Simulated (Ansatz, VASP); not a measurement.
**Two plane-wave programs on Sn**

INCAR

```
ALGO     = Fast           # electronic algorithm
EDIFF    = 1E-6           # SCF threshold, eV
ENCUT    = 520            # plane-wave cutoff, eV
GGA      = PS             # functional
ISIF     = 2              # what is computed and relaxed
ISMEAR   = 0              # smearing method
LASPH    = True           # aspherical terms in the spheres
LCHARG   = False          # write CHGCAR
LREAL    = False          # projectors in reciprocal space
LWAVE    = False          # write WAVECAR
NBANDS   = 21             # bands
NELM     = 80             # most SCF steps
PREC     = Accurate       # precision mode
SIGMA    = 0.15           # smearing width, eV
```

Contents of KPOINTS:

```
k-points
0
Gamma
  16 16 16
```

File POSCAR:

```
Sn
1.0
    0.0000000000      3.4016104510      3.0091169374
    3.4016104510      0.0000000000      3.0091169374
    3.4016104510      3.4016104510      0.0000000000
Sn
2
Direct
    0.5000000000      0.5000000000      0.5000000000
    0.7500000000      0.7500000000      0.7500000000
```

Input for Ansatz:

```yaml
crystal:
  lattice:
    - [0.0, 3.401610451, 3.0091169374]
    - [3.401610451, 0.0, 3.0091169374]
    - [3.401610451, 3.401610451, 0.0]
  atoms:
    - { symbol: Sn, position: [0.5, 0.5, 0.5] }
    - { symbol: Sn, position: [0.75, 0.75, 0.75] }
basis:
  ecutwfc: 420
kpoints:
  mp_grid: { grid: [16, 16, 16] }
hamiltonian:
  xc: pbesol
scf:
  occupations: { method: gaussian, width: 0.15 }
output:
  forces: true
  stress: true
  eigenvalues: true
```

Change from the starting cell: strain +0.040 along x and y, -0.080 along z, atoms carried along.

Alike in both runs: task single point; functional PBEsol; k mesh 16 × 16 × 16; occupations gaussian, width 0.15 eV; no spin polarisation.

|  | VASP | Ansatz |
| --- | --- | --- |
| version | VASP 6.6.1 | Ansatz 0.2.0 |
| potentials or method | VASP PAW PBE potentials, release 64 (Sn_d), cutoff 520 eV | scalar-relativistic, plane waves, PAW |
| valence electrons in the cell | 28 | 28 |

|  | VASP | Ansatz | Ansatz less VASP |
| --- | --- | --- | --- |
| gap on the k mesh at the Fermi level (eV) | none | none | - |
| pressure (GPa) | -0.1 | 0.0 | +0.11 |
| traceless stress, the component that is largest in VASP (GPa) | 1.91 | 1.91 | -0.002 |

VASP's potentials were made for PBE, not for PBEsol. A gap of «none» marks a metal or a gap that the smearing closes.
